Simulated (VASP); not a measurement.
# Si4Ru (P-43m) in VASP: density of states with PBE

Aim: the density of states of Si4Ru with PBE.

Everything below comes from runs of VASP 6.6.1. Logs are shortened: lines on timing, memory, paths and dates and some standing lists are left out, and cuts for length are marked.

**1. The cell of the first run**

Symmetry: P-43m, No. 215, cubic system. The conventional cell has a = 4.401 Å, b = 4.401 Å, c = 4.401 Å, α = 90.00°, β = 90.00°, γ = 90.00°. Within 3.0 Å of Si (site symmetry 3m) lie 1 Ru at 2.29 Å and 3 Si at 2.49 Å. Ru (site symmetry -43m) has 4 Si at 2.29 Å within 3.0 Å.

**2. Density of states, PBE**

Input file POSCAR:

```
Si4Ru
1.0
    4.4008199766      0.0000000000      0.0000000000
    0.0000000000      4.4008199766      0.0000000000
    0.0000000000      0.0000000000      4.4008199766
Si Ru
4 1
Direct
    0.3001072060      0.6998927940      0.6998927940
    0.6998927940      0.3001072060      0.6998927940
    0.6998927940      0.6998927940      0.3001072060
    0.3001072060      0.3001072060      0.3001072060
    0.0000000000      0.0000000000      0.0000000000
```

Input file INCAR.step1:

```
SYSTEM = Si4Ru
PREC     = Accurate       ! precision mode
ENCUT    = 520            ! plane-wave cutoff, eV
EDIFF    = 1E-6           ! SCF threshold, eV
ISMEAR   = 0              ! smearing method
SIGMA    = 0.1            ! smearing width, eV
LREAL    = .FALSE.        ! projectors in reciprocal space
LASPH    = .TRUE.         ! aspherical terms in the spheres
NELM     = 100            ! most SCF steps
ALGO     = Normal         ! electronic algorithm
ISIF     = 2              ! what is computed and relaxed
LWAVE    = .FALSE.        ! write WAVECAR
LCHARG   = .TRUE.         ! write CHGCAR
LMAXMIX  = 4              ! l up to which the mixer works
GGA      = PE             ! functional
NBANDS   = 23             ! bands
```

Input file KPOINTS.step1:

```
Automatic mesh
0
G
  8 8 8
  0 0 0
```

Input file INCAR.step2:

```
SYSTEM = Si4Ru
PREC     = Accurate       ! precision mode
ENCUT    = 520            ! plane-wave cutoff, eV
EDIFF    = 1E-6           ! SCF threshold, eV
ISMEAR   = -5             ! smearing method
SIGMA    = 0.1            ! smearing width, eV
LREAL    = .FALSE.        ! projectors in reciprocal space
LASPH    = .TRUE.         ! aspherical terms in the spheres
NELM     = 100            ! most SCF steps
ALGO     = Normal         ! electronic algorithm
ISIF     = 2              ! what is computed and relaxed
LWAVE    = .FALSE.        ! write WAVECAR
LCHARG   = .FALSE.        ! write CHGCAR
LMAXMIX  = 4              ! l up to which the mixer works
GGA      = PE             ! functional
LORBIT   = 11             ! projections on sites
NBANDS   = 23             ! bands
NEDOS    = 1001           ! points of the DOS
ICHARG   = 11             ! starting density
```

Input file KPOINTS.step2:

```
Automatic mesh
0
G
  12 12 12
  0 0 0
```

Potentials or basis: VASP PAW PBE potentials, release 64 (Si, Ru_pv).

On the command line:

```console
cat potpaw_PBE.64/Si/POTCAR potpaw_PBE.64/Ru_pv/POTCAR > POTCAR
cp INCAR.step1 INCAR
cp KPOINTS.step1 KPOINTS
mpirun -np 1 vasp_std > vasp.out
cp INCAR.step2 INCAR
cp KPOINTS.step2 KPOINTS
mpirun -np 1 vasp_std > vasp.out
```

OUTCAR:

```text
SYSTEM = Si4Ru
   PREC = Accurate
   ENCUT = 520
   EDIFF = 1E-6
   ISMEAR = -5
   LREAL = .FALSE.
   LASPH = .TRUE.
   NELM = 100
   ISIF = 2
   GGA = PE
   LORBIT = 11
   ICHARG = 11

 ion  position               nearest neighbor table
   1  0.300  0.700  0.700-   5 2.29   3 2.49   4 2.49   2 2.49
   2  0.700  0.300  0.700-   5 2.29   3 2.49   4 2.49   1 2.49
   3  0.700  0.700  0.300-   5 2.29   2 2.49   4 2.49   1 2.49
   4  0.300  0.300  0.300-   5 2.29   2 2.49   3 2.49   1 2.49
   5  0.000  0.000  0.000-   1 2.29   2 2.29   3 2.29   4 2.29

  LATTYP: Found a simple cubic cell.
 ALAT       =     4.4008199766

  Lattice vectors:

 A1 = (   4.4008199766,   0.0000000000,   0.0000000000)
 A2 = (   0.0000000000,   4.4008199766,   0.0000000000)
 A3 = (   0.0000000000,   0.0000000000,   4.4008199766)

Analysis of symmetry for initial positions (statically):
=====================================================================
 Subroutine PRICEL returns:
 Original cell was already a primitive cell.

 Routine SETGRP: Setting up the symmetry group for a
 simple cubic supercell.

 Subroutine GETGRP returns: Found 24 space group operations
 (whereof 24 operations were pure point group operations)
 out of a pool of 48 trial point group operations.

The static configuration has the point symmetry T_d .

Analysis of symmetry for dynamics (positions and initial velocities):
=====================================================================
 Subroutine PRICEL returns:
 Original cell was already a primitive cell.

 Routine SETGRP: Setting up the symmetry group for a
 simple cubic supercell.

 Subroutine GETGRP returns: Found 24 space group operations
 (whereof 24 operations were pure point group operations)
 out of a pool of 48 trial point group operations.

The dynamic configuration has the point symmetry T_d .

 Subroutine INISYM returns: Found 24 space group operations
 (whereof 24 operations are pure point group operations),
 and found     1 'primitive' translations

----------------------------------------------------------------------------------------

                                     Primitive cell

  volume of cell :      85.2316

  direct lattice vectors                    reciprocal lattice vectors
     4.400819977  0.000000000  0.000000000     0.227230381  0.000000000  0.000000000
     0.000000000  4.400819977  0.000000000     0.000000000  0.227230381  0.000000000
     0.000000000  0.000000000  4.400819977     0.000000000  0.000000000  0.227230381

  length of vectors
     4.400819977  4.400819977  4.400819977     0.227230381  0.227230381  0.227230381

  position of ions in fractional coordinates (direct lattice)
     0.300107206  0.699892794  0.699892794
     0.699892794  0.300107206  0.699892794
     0.699892794  0.699892794  0.300107206
     0.300107206  0.300107206  0.300107206
     0.000000000  0.000000000  0.000000000

  ion indices of the primitive-cell ions
   primitive index   ion index
                 1           1
                 2           2
                 3           3
                 4           4
                 5           5

----------------------------------------------------------------------------------------

 KPOINTS: Automatic mesh

Automatic generation of k-mesh.
 Grid dimensions read from file:
 generate k-points for:   12   12   12

 Generating k-lattice:

  Cartesian coordinates                     Fractional coordinates (reciprocal lattice)
     0.018935865  0.000000000  0.000000000     0.083333333  0.000000000  0.000000000
     0.000000000  0.018935865  0.000000000     0.000000000  0.083333333  0.000000000
     0.000000000  0.000000000  0.018935865     0.000000000  0.000000000  0.083333333

  Length of vectors
     0.018935865  0.018935865  0.018935865

  Shift w.r.t. Gamma in fractional coordinates (k-lattice)
     0.000000000  0.000000000  0.000000000

 TETIRR: Found    854 inequivalent tetrahedra from    10368

 Subroutine IBZKPT returns following result:
 ===========================================

 Found     84 irreducible k-points:

 Following reciprocal coordinates:
            Coordinates               Weight
  0.000000  0.000000  0.000000      1.000000
  0.083333  0.000000  0.000000      6.000000
  0.166667  0.000000  0.000000      6.000000
  0.250000  0.000000  0.000000      6.000000
  0.333333  0.000000  0.000000      6.000000
  0.416667  0.000000  0.000000      6.000000
[... 16 lines left out ...]
  0.333333  0.333333  0.000000     12.000000
  0.416667  0.333333  0.000000     24.000000
 [... further k-points ...]
   k-points           NKPTS =     84   k-points in BZ     NKDIM =     84   number of bands    NBANDS=     23
   number of dos      NEDOS =   1001   number of ions     NIONS =      5
   total plane-waves  NPLWV =  46656
   dimension x,y,z NGX =    36 NGY =   36 NGZ =   36
   dimension x,y,z NGXF=    72 NGYF=   72 NGZF=   72
   ions per type =               4   1
   NGX,Y,Z   is equivalent  to a cutoff of  13.60, 13.60, 13.60 a.u.
   NGXF,Y,Z  is equivalent  to a cutoff of  27.20, 27.20, 27.20 a.u.
 SYSTEM =  Si4Ru
   PREC   = accura    normal or accurate (medium, high low for compatibility)
   ISTART =      0    job   : 0-new  1-cont  2-samecut
   ICHARG =     11    charge: 1-file 2-atom 10-const
   ISPIN  =      1    spin polarized calculation?
   LNONCOLLINEAR =      F non collinear calculations
   LSORBIT =      F    spin-orbit coupling
   LASPH  =      T    aspherical Exc in radial PAW
   ENCUT  =  520.0 eV  38.22 Ry    6.18 a.u.   8.18  8.18  8.18*2*pi/ulx,y,z
   NELM   =    100;   NELMIN=  2; NELMDL=  0     # of ELM steps
   EDIFF  = 0.1E-05   stopping-criterion for ELM
   LREAL  =      F    real-space projection
   EDIFFG = 0.1E-04   stopping-criterion for IOM
   NSW    =      0    number of steps for IOM
   IBRION =     -1    ionic relax: 0-MD 1-quasi-New 2-CG
   NFREE  =      0    steps in history (QN), initial steepest desc. (CG)
   ISIF   =      2    stress and relaxation
   ISYM   =      2    0-nonsym 1-usesym 2-fastsym
   POTIM  = 0.5000    time-step for ionic-motion
   TEBEG  =    0.0;   TEEND  =   0.0 temperature during run
   PSTRESS=    0.0 pullay stress
   NELECT =      30.0000    total number of electrons
   NUPDOWN=      -1.0000    fix difference up-down
   EMIN   =  10.00;   EMAX   =-10.00  energy-range for DOS
   EFERMI =   0.00;   METHOD = LEGACY
   ISMEAR =    -5;   SIGMA  =   0.10  broadening in eV -4-tet -1-fermi 0-gaus
   EFERMI_NEDOS =   21; number of points for ismear=-14 and -15
   IALGO  =     38    algorithm
   IMIX   =      4    mixing-type and parameters
     AMIX     =   0.40;   BMIX     =  1.00
     AMIX_MAG =   1.60;   BMIX_MAG =  1.00
  volume/ion in A,a.u.               =      17.05       115.03
  Fermi-wavevector in a.u.,A,eV,Ry     =   1.155886  2.184308 18.178367  1.336072
  Thomas-Fermi vector in A             =   2.292511
   LORBIT       =     11    0 simple, 1 ext, 2 COOP (PROOUT), +10 PAW based schemes
   GGA     = PE    functional components
   LHFCALC =     F    Hartree Fock is set to
   AEXX    =    0.0000 exact exchange contribution
   IVDW    =     0    specifies the selected vdW correction
   LEPSILON=     F    determine dielectric tensor
   LRPA    =     F    only Hartree local field effects (RPA)
 non-spin polarized calculation
 Fermi weights with tetrahedron method with Bloechl corrections
  energy-cutoff  :      520.00
  volume of cell :       85.23
 maximum number of plane-waves:      2320
 NGX is ok and might be reduce to    36

 number of electron      30.0000004 magnetization

 Free energy of the ion-electron system (eV)
  ---------------------------------------------------
  ext. energy  EPLUGINS =         0.00000000
  ---------------------------------------------------
  free energy    TOTEN  =       -28.47978981 eV

  energy without entropy =      -28.47978981  energy(sigma->0) =      -28.47978981

 E-fermi :   7.9349     XC(G=0): -10.7939

 val. band max:        8.0630594353   @ k =   0.2500   0.0000   0.0000
 cond. band min:       7.8031188996   @ k =   0.4167   0.1667   0.1667
 fundamental gap:     -0.2599405357
 Fermi energy:         7.9348668045

 k-point     1 :       0.0000    0.0000    0.0000
  band No.  band energies     occupation
      1     -34.0631      2.00000
      2     -34.0631      2.00000
      3     -34.0631      2.00000
      4      -4.5462      2.00000
      5       2.5411      2.00000
      6       2.5411      2.00000
[... 15 lines left out ...]
     22      13.1557      0.00000
     23      13.7196      0.00000

 k-point     2 :       0.0833    0.0000    0.0000
  band No.  band energies     occupation
      1     -34.0633      2.00000
      2     -34.0631      2.00000
      3     -34.0631      2.00000
      4      -4.5033      2.00000
      5       1.8343      2.00000
      6       2.5438      2.00000
[... 15 lines left out ...]
     22      13.2152      0.00000
     23      13.8448      0.00000

 k-point     3 :       0.1667    0.0000    0.0000
  band No.  band energies     occupation
      1     -34.0636      2.00000
      2     -34.0631      2.00000
      3     -34.0631      2.00000
      4      -4.3778      2.00000
      5       0.9623      2.00000
      6       2.5507      2.00000
[... 15 lines left out ...]
     22      13.1693      0.00000
     23      14.0720      0.00000
[... 495 lines left out ...]
 k-point    23 :       0.3333    0.3333    0.0000
  band No.  band energies     occupation
      1     -34.0644      2.00000
      2     -34.0644      2.00000
      3     -34.0629      2.00000
      4      -3.4048      2.00000
      5      -0.0712      2.00000
      6       0.2747      2.00000
[... 15 lines left out ...]
     22      12.5845      0.00000
     23      12.7706      0.00000

 k-point    24 :       0.4167    0.3333    0.0000
  band No.  band energies     occupation
      1     -34.0648      2.00000
      2     -34.0644      2.00000
      3     -34.0629      2.00000
      4      -3.2166      2.00000
      5      -0.3703      2.00000
      6       0.3728      2.00000
[... 15 lines left out ...]
     22      12.4716      0.00000
     23      13.0814      0.00000

 [... further k-points ...]

------------------------ aborting loop because EDIFF is reached ----------------------------------------

  FORCE on cell =-STRESS in cart. coord.  units (eV):
  Direction    XX          YY          ZZ          XY          YZ          ZX
  --------------------------------------------------------------------------------------
  -------------------------------------------------------------------------------------
  Total       -0.1883002     -0.1883002     -0.1883002      0.0000000     -0.0000000      0.0000000
  in kB       -3.5396527     -3.5396527     -3.5396527      0.0000000     -0.0000000      0.0000000
  external PRESSURE =      -3.5396527 kB  Pullay stress =       0.0000000 kB

 VOLUME and BASIS-vectors are now :
 -----------------------------------------------------------------------------
  energy-cutoff  :      520.00
  volume of cell :       85.23
      direct lattice vectors                 reciprocal lattice vectors
     4.400819977  0.000000000  0.000000000     0.227230381  0.000000000  0.000000000
     0.000000000  4.400819977  0.000000000     0.000000000  0.227230381  0.000000000
     0.000000000  0.000000000  4.400819977     0.000000000  0.000000000  0.227230381

 POSITION                                       TOTAL-FORCE (eV/Angst)
 -----------------------------------------------------------------------------------
      1.32072      3.08010      3.08010         0.048698     -0.048698     -0.048698
      3.08010      1.32072      3.08010        -0.048698      0.048698     -0.048698
      3.08010      3.08010      1.32072        -0.048698     -0.048698      0.048698
      1.32072      1.32072      1.32072         0.048698      0.048698      0.048698
      0.00000      0.00000      0.00000         0.000000     -0.000000     -0.000000
 -----------------------------------------------------------------------------------
    total drift:                               -0.000000     -0.000000     -0.000000

  FREE ENERGIE OF THE ION-ELECTRON SYSTEM (eV)
  ---------------------------------------------------
  free  energy   TOTEN  =       -28.4797898143 eV

  energy  without entropy=      -28.4797898143  energy(sigma->0) =      -28.47978981

 total charge

# of ion       s       p       d       tot
------------------------------------------
    1        0.839   0.745   0.000   1.584
    2        0.839   0.745   0.000   1.584
    3        0.839   0.745   0.000   1.584
    4        0.839   0.745   0.000   1.584
    5        0.392   6.202   6.326  12.920
--------------------------------------------------
tot          3.749   9.183   6.326  19.258
```

Wall time 59 s (1 thread of AMD EPYC 9R45 (Zen 5), shared host); peak memory 0.26 GiB.

What came out:

- Valence electrons inside the program's atomic spheres: Si 1.58; Ru 12.92

Caveat: tetrahedron occupations give inexact forces and stress in metals.
